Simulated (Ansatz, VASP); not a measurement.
## One calculation of K, two programs

```xyz
1
Lattice="0.0000 2.5240 2.5240 2.5240 0.0000 2.5240 2.5240 2.5240 0.0000" Properties=species:S:1:pos:R:3 pbc="T T T"
K     0.0000    0.0000    0.0000
```

Alike in both runs: task single point; functional PBEsol; k mesh 10 × 10 × 10; occupations fermi-dirac, width 0.0272 eV; no spin polarisation.

|  | VASP | Ansatz |
| --- | --- | --- |
| version | VASP 6.6.1 | Ansatz 0.2.0 |
| potentials or method | VASP PAW PBE potentials, release 64 (K_sv), cutoff 500 eV | all-electron LAPW, scalar-relativistic |

```csv
,VASP,Ansatz,Ansatz less VASP
pressure (GPa),12.1,12.1,-0.01
```

VASP's potentials were made for PBE, not for PBEsol. Ansatz ran all-electron here, and VASP with PAW potentials. Ansatz's warnings: optics on partly filled bands.
